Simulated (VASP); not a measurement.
**SbMo3: single point with r2SCAN**

SbMo3:

```
CELL_PARAMETERS angstrom
3.28280 0.00000 0.00000
0.00000 4.61336 0.00000
0.00000 0.00000 4.41283
ATOMIC_POSITIONS crystal
Sb 0.00000 0.00000 0.03706
Mo 0.50000 0.00000 0.52544
Mo 0.00000 0.50000 0.61630
Mo 0.50000 0.50000 0.10457
```

| Quantity | Value |
| --- | --- |
| Program | VASP 6.6.1 |
| Task | single point |
| Functional | r2SCAN |
| Potentials or basis | VASP PAW PBE potentials, release 64 (Sb, Mo_sv) |
| Cutoff | 520 eV |
| k mesh | 8 × 5 × 5 |
| Occupations | fermi-dirac, width 0.1 eV |
| Spin | no spin polarisation |
| Dipole correction | no |
| Further INCAR settings | ALGO = Normal; EDIFF = 1e-06; NBANDS = 32 |

```json
{"Pressure": "0.6 GPa", "Largest force": "0.015 eV/Å", "Band gap on the k mesh": "zero (an odd number of electrons rules out a gap without spin polarisation)"}
```

Forces in eV/Å, atoms in the order of the input:
```
Sb   0.000  0.000  0.012
Mo   0.000  0.000 -0.005
Mo   0.000  0.000 -0.015
Mo   0.000  0.000  0.008
```

Levels at points of the mesh, in eV from the Fermi level:
```
           k point  band 20  band 21  band 22  band 23  band 24  band 25  band 26  band 27
(0.00, 0.00, 0.00)    -2.96    -2.61    -0.01     0.07     0.48     1.10     1.75     1.84
(0.50, 0.00, 0.00)    -1.91    -1.83    -1.55    -0.88     0.20     0.82     1.15     2.27
```

Wall time 3.3 min on 1 thread of Intel(R) Xeon(R) Platinum 8375C CPU @ 2.90GHz (Ice Lake), with other jobs on the host, peak memory 0.23 GiB.

Caveat: the PAW data sets were made with another functional, which shifts forces and pressure a little; spin-orbit coupling is left out, which moves the levels of the heavy elements.
